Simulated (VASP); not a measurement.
**PbS: single point with r2SCAN**

Crystal: PbS.

```
CELL_PARAMETERS angstrom
0.00000 2.98723 2.89762
2.98723 0.00000 2.89762
2.98723 2.98723 0.00000
ATOMIC_POSITIONS crystal
Pb 0.00000 0.00000 0.00000
S 0.50000 0.50000 0.50000
```

This cell differs from its parent crystal: uniaxial z strain -3.0%.

- Program: VASP 6.6.1
- Task: single point
- Functional: r2SCAN
- Potentials or basis: VASP PAW PBE potentials, release 64 (Pb_d, S)
- Cutoff: 520 eV
- k mesh: 8 × 8 × 8
- Occupations: gaussian, width 0.01 eV
- Spin: no spin polarisation
- Dipole correction: no
- Further INCAR settings: ALGO = Normal; EDIFF = 1e-06; NBANDS = 17

The pressure is 2.0 GPa. The band gap on the k mesh is 0.56 eV, direct.

Stress tensor (GPa, compression positive):
```
0.52 0.00 0.00
0.00 0.52 0.00
0.00 0.00 5.03
```

Levels at points of the mesh, in eV from the valence-band top:
| k point | band 6 | band 7 | band 8 | band 9 | band 10 | band 11 | band 12 | band 13 | band 14 | band 15 |
| --- | --- | --- | --- | --- | --- | --- | --- | --- | --- | --- |
| (0.00, 0.00, 0.00) | -14.34 | -6.12 | -2.60 | -2.34 | -2.34 | 5.31 | 5.31 | 6.05 | 7.02 | 7.02 |
| (0.50, 0.00, 0.00) | -13.07 | -9.22 | -2.04 | -1.98 | 0.00 | 0.56 | 2.03 | 2.23 | 9.14 | 10.44 |
| (0.50, 0.50, 0.00) | -12.47 | -7.52 | -5.55 | -3.76 | -3.76 | 3.98 | 5.97 | 5.97 | 6.25 | 11.64 |
| (0.50, 0.00, 0.50) | -12.64 | -7.36 | -5.49 | -3.86 | -3.54 | 4.12 | 5.80 | 5.88 | 6.51 | 11.58 |

Run time: 3 min on 1 thread of Intel Xeon 8259CL (shared host), peak memory 0.21 GiB.

Caveat: the cell differs from its parent crystal (uniaxial z strain -3.0%); the PAW data sets were made with another functional, which shifts forces and pressure a little; spin-orbit coupling is left out, which moves the levels of the heavy elements. A k mesh can miss the band edges.
